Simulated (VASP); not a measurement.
Runs of VASP 6.6.1 on NaCl. The structure is that of space group Pm-3m (No. 221), or close to it. The cells are those of the table. 

```csv
task,cell,gap on the mesh (eV),pressure (GPa)
electric field gradients,"a = 2.860, b = 2.860, c = 2.803 Å, 2 atoms",4.28,65.2
electric field gradients,"a = 2.916 Å, 2 atoms",4.76,47.0
electric field gradients,"a = 2.831, b = 2.831, c = 2.860 Å, 2 atoms",(c),65.2
single point,"a = 2.860, b = 2.860, c = 2.917 Å, 2 atoms",4.53,(a)
electric field gradients,"a = 2.879 Å, 2 atoms",4.63,55.3
single point,"a = 2.860, b = 2.860, c = 2.889 Å, 2 atoms",4.54,57.6
single point,"a = 2.860 Å, angles 88.8°, 2 atoms",4.55,60.3
single point,"a = 2.879 Å, 2 atoms",4.63,55.3
electric field gradients,"a = 2.860 Å, angles 91.1°, 2 atoms",4.55,60.3
single point,"a = 2.916 Å, 2 atoms",4.76,47.0
single point,"a = 2.803, b = 2.803, c = 2.860 Å, 2 atoms",4.30,(b)
single point,"a = 2.860, b = 2.860, c = 2.803 Å, 2 atoms",4.28,65.3
```

Alike in all rows: level PBEsol; potentials or basis VASP PAW PBE potentials, release 64 (Na_pv, Cl); no spin polarisation; k mesh 9 × 9 × 9; cutoff (eV) 520; smearing fermi-dirac 0.03 eV.

**Question.** Estimate the missing entries.

**Answer.** (a) 55.4; (b) 70.7; (c) 4.43.

Caveats: the PAW data sets were made with another functional, which shifts forces and pressure a little.

A k mesh can miss the band edges.
